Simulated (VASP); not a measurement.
A run of VASP 6.6.1:

File INCAR:

```
ALGO = Fast ; EDIFF = 1E-6
ENCUT = 520 ; GGA = PE
ISIF = 2 ; ISMEAR = 0
LASPH = True ; LCHARG = False
LREAL = False ; LWAVE = False
NBANDS = 39 ; NELM = 80
PREC = Accurate ; SIGMA = 0.1
```

Contents of KPOINTS:

```
k-points
0
Gamma
  10 10 6
```

POSCAR

```
YGa3As2
1.0
    4.3936783523      0.0000000000      0.0000000000
    0.0000000000      4.3936783523      0.0000000000
    0.0000000000      0.0000000000      7.2671388438
Y Ga As
1 3 2
Direct
    0.5000000000      0.5000000000      0.0000000000
    0.0000000000      0.0000000000      0.0000000000
    0.5000000000      0.5000000000      0.5000000000
    0.0000000000      0.0000000000      0.5000000000
    0.5000000000      0.0000000000      0.7109495622
    0.0000000000      0.5000000000      0.2890504378
```

Potentials or basis: VASP PAW PBE potentials, release 64 (Y_sv, Ga_d, As).

Run with:

```bash
$ cat potpaw_PBE.64/Y_sv/POTCAR potpaw_PBE.64/Ga_d/POTCAR potpaw_PBE.64/As/POTCAR > POTCAR
$ mpirun -np 1 vasp_std > vasp.out
```

Hardware: 1 thread of Intel(R) Xeon(R) 6975P-C (Granite Rapids), with other jobs on the host.

Estimate the wall time of this run.

Run time: 7.8 min on 1 thread of Intel(R) Xeon(R) 6975P-C (Granite Rapids), on a shared host, peak memory 0.57 GiB. Counts: scf iterations 27, k points 84.
